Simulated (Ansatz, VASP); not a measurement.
# One calculation of BP, two programs

```
CELL_PARAMETERS angstrom
0.00000 2.26900 2.26900
2.26900 0.00000 2.26900
2.26900 2.26900 0.00000
ATOMIC_POSITIONS crystal
P 0.75000 0.75000 0.75000
B 0.00000 0.00000 0.00000
```

Alike in both runs: functional b88 exchange, pbe correlation; k mesh 10 × 10 × 10; non-collinear spin.

|  | VASP | Ansatz |
| --- | --- | --- |
| version | VASP 6.6.1 | Ansatz 0.2.0 |
| potentials or method | VASP PAW PBE potentials, release 64 (P, B) | PseudoDojo standard (PBE files) |
| plane-wave cutoff (eV) | 500 | 1034 |
| occupations | gaussian, width 0.01 eV | fixed |
| valence electrons in the cell | 8 | 8 |
| task | single point | density of states |

|  | VASP | Ansatz | Ansatz less VASP |
| --- | --- | --- | --- |
| gap on the k mesh at the Fermi level (eV) | 1.25 | 1.26 | +0.017 |
| least direct gap on the mesh (eV) | 3.42 | 3.43 | +0.011 |
| pressure (GPa) | 1.2 | 1.1 | -0.06 |
| net moment per atom (μB) | 0.00 | 0.00 | 0.000 |

VASP's potentials were made for PBE, not for b88 exchange, pbe correlation.

Noted on Ansatz's run: the potentials were made for another functional, which shifts forces and pressure.
